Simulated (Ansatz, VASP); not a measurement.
One calculation of Lu2Si2O, two programs

```
Lu Si O
1.0
     3.04199    0.00000    0.00000
     0.00000    3.04199    0.00000
     0.00000    0.00000    9.08177
Lu Si O
2 2 1
Direct
  0.50000 0.50000 0.17021
  0.50000 0.50000 0.82979
  0.00000 0.00000 0.37336
  0.00000 0.00000 0.62664
  0.00000 0.00000 0.00000
```

Alike in both runs: task relaxation of cell and atoms; functional PBE; k mesh 6 × 6 × 2; occupations gaussian, width 0.1 eV; no spin polarisation.

```csv
,VASP,Ansatz
version,VASP 6.6.1,Ansatz 0.2.0
potentials or method,"VASP PAW PBE potentials, release 64 (Lu, Si, O), cutoff 600 eV","scalar-relativistic, plane waves, PAW"
valence electrons in the cell,64,64
```

|  | VASP | Ansatz | Ansatz less VASP |
| --- | --- | --- | --- |
| gap on the k mesh at the Fermi level, each at its own relaxed structure (eV) | none | none | - |
| relaxed volume (Å³/atom) | 16.60 | 16.50 | -0.095 |
| relaxed length of the cell vector where the two differ most in proportion (Å) | 2.985 | 2.977 | -0.0079 |

A gap of «none» marks a metal or a gap that the smearing closes.

Spin-orbit coupling is off throughout.
